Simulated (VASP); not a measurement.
# Al2Cu (Pmm2) in VASP: single point with PBEsol

Aim: the single point of Al2Cu with PBEsol.

Everything below comes from runs of VASP 6.6.1. Logs are shortened: lines on timing, memory, paths and dates and some standing lists are left out, and cuts for length are marked.

### 1 The cell of the first run

The structure is orthorhombic, space group Pmm2 (No. 25). Conventional cell: a = 4.113 Å, b = 4.128 Å, c = 2.729 Å, α = 90.00°, β = 90.00°, γ = 90.00°. Within 3.2 Å of Al (site symmetry mm2) lie 4 Cu at 2.45 to 2.48 Å and 6 Al at 2.73 to 2.92 Å. Al (site symmetry mm2) has 4 Cu at 2.40 to 2.55 Å and 6 Al at 2.73 to 2.92 Å within 3.2 Å. Cu (site symmetry mm2) has 8 Al at 2.40 to 2.55 Å and 2 Cu at 2.73 Å within 3.2 Å.

### 2 Single point, PBEsol (strained and its atoms moved)

INCAR reads:

```
PREC = Accurate
ENCUT = 520
EDIFF = 1E-6
ISMEAR = 0
SIGMA = 0.1
LREAL = False
LASPH = True
NELM = 80
ALGO = Fast
ISIF = 2
LWAVE = False
LCHARG = False
GGA = PS
NBANDS = 16
```

KPOINTS reads:

```
regular mesh
0
Gamma
  10 10 14
```

POSCAR reads:

```
Al2Cu
1.0
    4.1131871049      0.0000000000      0.0000000000
    0.0000000000      4.1279247083      0.0000000000
    0.0000000000      0.0000000000      2.7286766437
Al Cu
2 1
Direct
    0.5000000000      0.0000000000      0.4901374731
    0.0000000000      0.5000000000      0.5288687826
    0.0000000000      0.0000000000     -0.0190062557
```

Potentials or basis: VASP PAW PBE potentials, release 64 (Al, Cu).

Run with:

```sh
> cat potpaw_PBE.64/Al/POTCAR potpaw_PBE.64/Cu/POTCAR > POTCAR
> mpirun -np 1 vasp_std > vasp.out
```

OUTCAR:

```text
PREC = Accurate
   ENCUT = 520
   EDIFF = 1E-6
   ISMEAR = 0
   LREAL = False
   LASPH = True
   NELM = 80
   ISIF = 2
   GGA = PS

 ion  position               nearest neighbor table
   1  0.500  0.000  0.490-   3 2.45   3 2.45   3 2.48   3 2.48   2 2.92   2 2.92   2 2.92   2 2.92

   2  0.000  0.500  0.529-   3 2.40   3 2.40   3 2.55   3 2.55   1 2.92   1 2.92   1 2.92   1 2.92

   3  0.000  0.000  0.981-   2 2.40   2 2.40   1 2.45   1 2.45   1 2.48   1 2.48   2 2.55   2 2.55

  LATTYP: Found a simple orthorhombic cell.
 ALAT       =     2.7286766437
 B/A-ratio  =     1.5073926456
 C/A-ratio  =     1.5127936532

  Lattice vectors:

 A1 = (   0.0000000000,   0.0000000000,   2.7286766437)
 A2 = (   4.1131871049,   0.0000000000,   0.0000000000)
 A3 = (   0.0000000000,   4.1279247083,   0.0000000000)

Analysis of symmetry for initial positions (statically):
=====================================================================
 Subroutine PRICEL returns:
 Original cell was already a primitive cell.

 Routine SETGRP: Setting up the symmetry group for a
 simple orthorhombic supercell.

 Subroutine GETGRP returns: Found  4 space group operations
 (whereof  4 operations were pure point group operations)
 out of a pool of  8 trial point group operations.

The static configuration has the point symmetry C_2v.

Analysis of symmetry for dynamics (positions and initial velocities):
=====================================================================
 Subroutine PRICEL returns:
 Original cell was already a primitive cell.

 Routine SETGRP: Setting up the symmetry group for a
 simple orthorhombic supercell.

 Subroutine GETGRP returns: Found  4 space group operations
 (whereof  4 operations were pure point group operations)
 out of a pool of  8 trial point group operations.

The dynamic configuration has the point symmetry C_2v.

 Subroutine INISYM returns: Found  4 space group operations
 (whereof  4 operations are pure point group operations),
 and found     1 'primitive' translations

----------------------------------------------------------------------------------------

                                     Primitive cell

  volume of cell :      46.3300

  direct lattice vectors                    reciprocal lattice vectors
     4.113187105  0.000000000  0.000000000     0.243120474  0.000000000  0.000000000
[... 84 lines left out ...]
   LSORBIT =      F    spin-orbit coupling
   LASPH  =      T    aspherical Exc in radial PAW
   ENCUT  =  520.0 eV  38.22 Ry    6.18 a.u.   7.65  7.68  5.07*2*pi/ulx,y,z
   NELM   =     80;   NELMIN=  2; NELMDL= -5     # of ELM steps
   EDIFF  = 0.1E-05   stopping-criterion for ELM
   LREAL  =      F    real-space projection
   EDIFFG = 0.1E-04   stopping-criterion for IOM
   NSW    =      0    number of steps for IOM
   IBRION =     -1    ionic relax: 0-MD 1-quasi-New 2-CG
   NFREE  =      0    steps in history (QN), initial steepest desc. (CG)
   ISIF   =      2    stress and relaxation
   ISYM   =      2    0-nonsym 1-usesym 2-fastsym
   POTIM  = 0.5000    time-step for ionic-motion
   TEBEG  =    0.0;   TEEND  =   0.0 temperature during run
   PSTRESS=    0.0 pullay stress
   NELECT =      17.0000    total number of electrons
   NUPDOWN=      -1.0000    fix difference up-down
   EMIN   =  10.00;   EMAX   =-10.00  energy-range for DOS
   EFERMI =   0.00;   METHOD = LEGACY
   ISMEAR =     0;   SIGMA  =   0.10  broadening in eV -4-tet -1-fermi 0-gaus
   EFERMI_NEDOS =   21; number of points for ismear=-14 and -15
   IALGO  =     68    algorithm
   IMIX   =      4    mixing-type and parameters
     AMIX     =   0.40;   BMIX     =  1.00
     AMIX_MAG =   1.60;   BMIX_MAG =  1.00
  volume/ion in A,a.u.               =      15.44       104.22
  Fermi-wavevector in a.u.,A,eV,Ry     =   1.172025  2.214807 18.689556  1.373644
  Thomas-Fermi vector in A             =   2.308460
   LORBIT       =      0    0 simple, 1 ext, 2 COOP (PROOUT), +10 PAW based schemes
   GGA     = PS    functional components
   LHFCALC =     F    Hartree Fock is set to
   AEXX    =    0.0000 exact exchange contribution
   IVDW    =     0    specifies the selected vdW correction
   LEPSILON=     F    determine dielectric tensor
   LRPA    =     F    only Hartree local field effects (RPA)
 non-spin polarized calculation
 RMM-DIIS sequential band-by-band and
 Gauss-broadening in eV      SIGMA  =   0.10
  energy-cutoff  :      520.00
  volume of cell :       46.33
 maximum number of plane-waves:      1274
 NGX is ok and might be reduce to    32
   NGX = 15   NGY = 15   NGZ = 11

 number of electron      16.9999984 magnetization

 Free energy of the ion-electron system (eV)
  ---------------------------------------------------
  ext. energy  EPLUGINS =         0.00000000
  ---------------------------------------------------
  free energy    TOTEN  =       -12.50553396 eV

  energy without entropy =      -12.50121015  energy(sigma->0) =      -12.50337205

 E-fermi :   7.6576     XC(G=0): -10.6884

 val. band max:        7.6499800196   @ k =   0.5000   0.1000   0.0714
 cond. band min:       7.6593970984   @ k =   0.3000   0.0000   0.2857
 fundamental gap:      0.0094170788
 Fermi energy:         7.6575961257

 k-point     1 :       0.0000    0.0000    0.0000
  band No.  band energies     occupation
      1      -3.2990      2.00000
      2       1.7788      2.00000
      3       2.3456      2.00000
      4       3.0778      2.00000
      5       3.4368      2.00000
      6       3.4402      2.00000
[... 433 lines left out ...]
      3       1.8502      2.00000
      4       2.4213      2.00000
      5       2.9648      2.00000
      6       3.4061      2.00000
[... 8 lines left out ...]
     15      18.6368      0.00000
     16      18.8806      0.00000

 [... further k-points ...]
[... 5 lines left out ...]
  --------------------------------------------------------------------------------------
  -------------------------------------------------------------------------------------
  Total        0.6288050      0.6601413      1.7994184      0.0000000      0.0000000      0.0000000
  in kB       21.7452419     22.8289099     62.2272253      0.0000000      0.0000000      0.0000000
  external PRESSURE =      35.6004590 kB  Pullay stress =       0.0000000 kB

 VOLUME and BASIS-vectors are now :
 -----------------------------------------------------------------------------
  energy-cutoff  :      520.00
  volume of cell :       46.33
      direct lattice vectors                 reciprocal lattice vectors
     4.113187105  0.000000000  0.000000000     0.243120474  0.000000000  0.000000000
     0.000000000  4.127924708  0.000000000     0.000000000  0.242252481  0.000000000
     0.000000000  0.000000000  2.728676644     0.000000000  0.000000000  0.366478015

 POSITION                                       TOTAL-FORCE (eV/Angst)
 -----------------------------------------------------------------------------------
      2.05659      0.00000      1.33743         0.000000      0.000000     -0.067951
      0.00000      2.06396      1.44311         0.000000      0.000000     -0.428604
      0.00000      0.00000      2.67681         0.000000      0.000000      0.496555
 -----------------------------------------------------------------------------------
    total drift:                                0.000000      0.000000      0.000845

  FREE ENERGIE OF THE ION-ELECTRON SYSTEM (eV)
  ---------------------------------------------------
  free  energy   TOTEN  =       -12.5055339575 eV

  energy  without entropy=      -12.5012101466  energy(sigma->0) =      -12.50337205
```

OSZICAR:

```text
N       E                     dE             d eps       ncg     rms          rms(c)
DAV:   1     0.618139233664E+02    0.61814E+02   -0.69518E+03  9344   0.113E+03
DAV:   2    -0.121672583703E+02   -0.73981E+02   -0.65661E+02  9784   0.206E+02
DAV:   3    -0.148959452875E+02   -0.27287E+01   -0.26694E+01 12416   0.439E+01
DAV:   4    -0.149560705434E+02   -0.60125E-01   -0.60106E-01 11312   0.558E+00
[... 12 lines left out ...]
RMM:  17    -0.125055351519E+02    0.45688E-05   -0.31379E-05 11346   0.904E-02    0.159E-02
RMM:  18    -0.125055377193E+02   -0.25673E-05   -0.71449E-06 10443   0.305E-02    0.178E-02
RMM:  19    -0.125055367046E+02    0.10147E-05   -0.22937E-06  7032   0.176E-02    0.175E-02
RMM:  20    -0.125055344348E+02    0.22697E-05   -0.25277E-06  7278   0.240E-02    0.748E-03
RMM:  21    -0.125055339575E+02    0.47736E-06   -0.23357E-06  7287   0.201E-02
   1 F= -.12505534E+02 E0= -.12503372E+02  d E =-.432381E-02
```

stdout:

```text
POSCAR found type information on POSCAR AlCu
 POSCAR found :  2 types and       3 ions
 scaLAPACK will be used
 -----------------------------------------------------------------------------
|                                                                             |
|                                                                             |
|     You enforced a specific xc type in the INCAR file but a different       |
|     I HOPE YOU KNOW WHAT YOU ARE DOING!                                     |
|                                                                             |
 -----------------------------------------------------------------------------

 LDA part: xc-table for (Slater+PW92), standard interpolation
 POSCAR, INCAR and KPOINTS ok, starting setup
 FFT: planning ... GRIDC
 FFT: planning ... GRID_SOFT
 FFT: planning ... GRID
 WAVECAR not read
 entering main loop
WARNING in EDDRMM: call to ZHEGV failed, returncode =   8  4     16
WARNING in EDDRMM: call to ZHEGV failed, returncode =   6  3     12
WARNING in EDDRMM: call to ZHEGV failed, returncode =   8  4     16
WARNING in EDDRMM: call to ZHEGV failed, returncode =   8  4     16
```

Wall time 1.9 min (1 thread of AMD EPYC 9R45 (Zen 5), shared host); peak memory 0.28 GiB.

Results:

```
Free energy   : -12.5055 eV
Pressure      : 3.6 GPa
Largest force : 0.497 eV/Å
```

Forces in eV/Å, atoms in the order of the input:
```
Al   0.000  0.000 -0.068
Al   0.000  0.000 -0.429
Cu   0.000  0.000  0.497
```

Caveat: the cell differs from its parent crystal (strained and its atoms moved); the PAW data sets were made with another functional, which shifts forces and pressure a little.
